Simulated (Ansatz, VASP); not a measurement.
MgS in VASP and in Ansatz

INCAR

```
PREC = Accurate
ENCUT = 600
EDIFF = 1E-6
ISMEAR = 0
SIGMA = 0.05
LREAL = F
LASPH = T
NELM = 120
ALGO = Normal
ISIF = 2
LWAVE = F
LCHARG = F
GGA = B5
ALDAX = 1.0
AGGAX = 1.0
AGGAC = 1.0
ALDAC = 0.0
IVDW = 12
VDW_S6 = 1.0
VDW_S8 = 2.6996
VDW_A1 = 0.4298
VDW_A2 = 4.2359
NBANDS = 11
GGA_COMPAT = F
```

KPOINTS

```
Automatic mesh
0
Gamma
  8 8 8
```

Contents of POSCAR:

```
MgS
1.0
    0.0000000000      2.5445971720      2.5445971720
    2.5445971720      0.0000000000      2.5445971720
    2.5445971720      2.5445971720      0.0000000000
Mg S
1 1
Direct
    0.0000000000      0.0000000000      0.0000000000
    0.5000000000      0.5000000000      0.5000000000
```

Input for Ansatz:

```yaml
crystal:
  lattice:
    - [0.0, 2.544597172, 2.544597172]
    - [2.544597172, 0.0, 2.544597172]
    - [2.544597172, 2.544597172, 0.0]
  atoms:
    - { symbol: Mg, position: [0.0, 0.0, 0.0] }
    - { symbol: S, position: [0.5, 0.5, 0.5] }
basis:
  ecutwfc: 420
  ecutrho_ratio: 4
kpoints:
  mp_grid: { grid: [8, 8, 8] }
hamiltonian:
  xc: blyp
  dispersion: d3bj
scf:
  occupations: { method: gaussian, width: 0.05 }
output:
  forces: true
  stress: true
  eigenvalues: true
```

Alike in both runs: task single point; functional BLYP; dispersion D3(BJ); k mesh 8 × 8 × 8; occupations gaussian, width 0.05 eV; no spin polarisation.

|  | VASP | Ansatz |
| --- | --- | --- |
| version | VASP 6.6.1 | Ansatz 0.2.0 |
| potentials or method | VASP PAW PBE potentials, release 64 (Mg, S), cutoff 600 eV | scalar-relativistic, plane waves, PAW |
| valence electrons in the cell | 8 | 16 |

Ansatz gave:

- gap on the k mesh at the Fermi level (eV): 2.99
- least direct gap on the mesh (eV): 4.44
- pressure (GPa): 1.8

**Question.** Estimate VASP's values.

**Answer.** gap on the k mesh at the Fermi level (eV): 2.99; least direct gap on the mesh (eV): 4.45; pressure (GPa): 1.5.

VASP's potentials were made for PBE, not for BLYP. VASP's potentials hold 8 valence electrons a cell and Ansatz's 16, so a difference there can come from the potentials and not from the codes.
